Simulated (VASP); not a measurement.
ScAl3: single point with PBE

Crystal: ScAl3.

```
CELL_PARAMETERS angstrom
-2.01153 2.01153 4.40911
2.01153 -2.01153 4.40911
2.01153 2.01153 -4.40911
ATOMIC_POSITIONS crystal
Sc 0.00000 0.00000 0.00000
Al 0.75000 0.25000 0.50000
Al 0.25000 0.75000 0.50000
Al 0.50000 0.50000 0.00000
```

| Quantity | Value |
| --- | --- |
| Program | VASP 6.6.1 |
| Task | single point |
| Functional | PBE |
| Potentials or basis | VASP PAW PBE potentials, release 64 (Sc_sv, Al) |
| Cutoff | 520 eV |
| k mesh | 16 × 16 × 16 |
| Occupations | gaussian, width 0.1 eV |
| Spin | no spin polarisation |
| Dipole correction | no |
| Further INCAR settings | ALGO = Fast; EDIFF = 1e-06; NBANDS = 18 |

The pressure is 0.0 GPa and the band gap on the k mesh is zero (bands 10 and 11 overlap by 2.01 eV).

Levels at points of the mesh, in eV from the Fermi level:
```tsv
k point	band 7	band 8	band 9	band 10	band 11	band 12	band 13	band 14
(0.00, 0.00, 0.00)	-2.22	-1.00	-1.00	-0.88	1.45	1.59	1.59	1.74
(0.50, 0.00, 0.00)	-3.14	-2.78	-0.70	0.37	1.14	1.84	2.70	2.72
(0.50, 0.50, 0.00)	-4.27	-3.41	-2.41	-1.87	-0.48	2.55	2.77	2.96
(0.50, 0.50, 0.50)	-1.76	-0.97	-0.97	0.23	1.49	1.49	1.92	3.57
```

It took 12 min on 1 thread of Intel(R) Xeon(R) Platinum 8259CL CPU @ 2.50GHz (Skylake/Cascade Lake), on a shared host, peak memory 0.57 GiB.
